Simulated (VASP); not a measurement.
Crystal: Mg.

```
Mg
1.0
     3.20927    0.00000    0.00000
    -1.60464    2.77931    0.00000
     0.00000    0.00000    5.21033
Mg
2
Cartesian
  0.0000 1.8529 1.3026
  1.6046 0.9264 3.9077
```

```yaml
Program: VASP 6.6.1
Task: relaxation of cell and atoms
Functional: LDA
Potentials_or_basis: VASP PAW LDA potentials, release 64 (Mg)
Cutoff: 600 eV
k_mesh: 11 × 11 × 6
Occupations: fermi-dirac, width 0.1 eV
Spin: no spin polarisation
```

At the start: pressure -2.8 GPa; volume 23.24 Å³/atom.

Q: How do energy, volume and symmetry change on relaxing?

A: Over 3 steps the energy falls by 17.1 meV/atom and the volume is 21.44 Å³/atom (-7.7 %); space group P6_3/mmc (No. 194, to 0.05 Å).

The path:
| step | energy change (eV) | largest force (eV/Å) | pressure (GPa) | volume (Å³) |
| --- | --- | --- | --- | --- |
| 1 | 0.0000 | 0.0000 | -2.83 | 46.47 |
| 2 | -0.0318 | 0.0000 | -0.83 | 43.77 |
| 3 | -0.0342 | 0.0000 | -0.03 | 42.89 |

Final structure:
```
CELL_PARAMETERS angstrom
3.12428 0.00000 0.00000
-1.56214 2.70570 0.00000
0.00000 0.00000 5.07372
ATOMIC_POSITIONS crystal
Mg 0.33333 0.66667 0.25000
Mg 0.66667 0.33333 0.75000
```
